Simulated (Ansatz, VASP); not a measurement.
## Two plane-wave programs on Ge

POSCAR

```
Ge
1.0
    0.0000000000      2.8641037757      2.8641037757
    2.8641037757      0.0000000000      2.8641037757
    2.8641037757      2.8641037757      0.0000000000
Ge
2
Direct
    0.5000000000      0.5000000000      0.5000000000
    0.7500000000      0.7500000000      0.7500000000
```

The input INCAR.step1:

```
ALGO = Normal
EDIFF = 1E-4
ENCUT = 520
GGA = PE
ISMEAR = 0
LASPH = T
LCHARG = F
LREAL = F
LWAVE = T
NBANDS = 21
NELM = 80
PREC = Accurate
SIGMA = 0.05
```

INCAR.step2

```
ALGO = Normal
EDIFF = 1E-6
ENCUT = 520
ISIF = 2
ISMEAR = 0
ISTART = 1
LASPH = T
LCHARG = F
LMIXTAU = T
LREAL = F
LWAVE = F
METAGGA = R2SCAN
NBANDS = 21
NELM = 80
PREC = Accurate
SIGMA = 0.05
```

KPOINTS

```
k-points
0
Gamma
  12 12 12
```

Input for Ansatz:

```yaml
crystal:
  lattice:
    - [0.0, 2.8641037698, 2.8641037698]
    - [2.8641037698, 0.0, 2.8641037698]
    - [2.8641037698, 2.8641037698, 0.0]
  atoms:
    - { symbol: Ge, position: [0.5, 0.5, 0.5] }
    - { symbol: Ge, position: [0.75, 0.75, 0.75] }
basis:
  ecutwfc: 500
  ecutrho_ratio: 4
kpoints:
  mp_grid: { grid: [12, 12, 12] }
hamiltonian:
  xc: r2scan
scf:
  occupations: { method: gaussian, width: 0.05 }
output:
  forces: true
  stress: true
  eigenvalues: true
```

Alike in both runs: task single point; functional r2SCAN; k mesh 12 × 12 × 12; occupations gaussian, width 0.05 eV; no spin polarisation.

|  | VASP | Ansatz |
| --- | --- | --- |
| version | VASP 6.6.1 | Ansatz 0.2.0 |
| potentials or method | VASP PAW PBE potentials, release 64 (Ge_d), cutoff 520 eV | scalar-relativistic, plane waves, PAW |
| valence electrons in the cell | 28 | 28 |

|  | VASP | Ansatz | Ansatz less VASP |
| --- | --- | --- | --- |
| pressure (GPa) | -1.8 | -1.9 | -0.06 |

VASP's potentials were made for PBE, not for r2SCAN. With one functional, cell and mesh, what is left measures potentials, basis and numerics.
